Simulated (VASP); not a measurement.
Input of a VASP 6.6.1 run:

The input INCAR:

```
SYSTEM = Al
PREC = Accurate ; ENCUT = 520
EDIFF = 1E-6 ; ISMEAR = 0
SIGMA = 0.1 ; LREAL = .False.
LASPH = .True. ; NELM = 60
ALGO = Fast ; ISIF = 2
LWAVE = .False. ; LCHARG = .True.
GGA = PS ; IVDW = 12
LELF = .True. ; LVHAR = .True.
NBANDS = 14
```

Contents of KPOINTS:

```
Automatic mesh
0
Gamma
  18 18 6
  0 0 0
```

Contents of POSCAR:

```
Al
1.0
    2.8011182722      0.0000000000      0.0000000000
   -1.4005591361      2.4258395828      0.0000000000
    0.0000000000      0.0000000000      9.1928282144
Al
4
Direct
    0.0000000000      0.0000000000      0.0000000000
    0.3333333333      0.6666666667      0.2500000000
    0.0000000000      0.0000000000      0.5000000000
    0.6666666667      0.3333333333      0.7500000000
```

Potentials or basis: VASP PAW PBE potentials, release 64 (Al).

Run with:

```console
$ cat potpaw_PBE.64/Al/POTCAR > POTCAR
$ mpirun -np 1 vasp_std > vasp.out
```

(1) What does it give for the dispersion energy per atom?

(2) Estimate the pressure.

(3) What does it give for the band gap on the k mesh?

## Answers

(1) -0.336 eV.

(2) 0.1 GPa.

(3) zero (bands 6 and 7 overlap by 5.54 eV).

Caveat: the PAW data sets were made with another functional, which shifts forces and pressure a little.
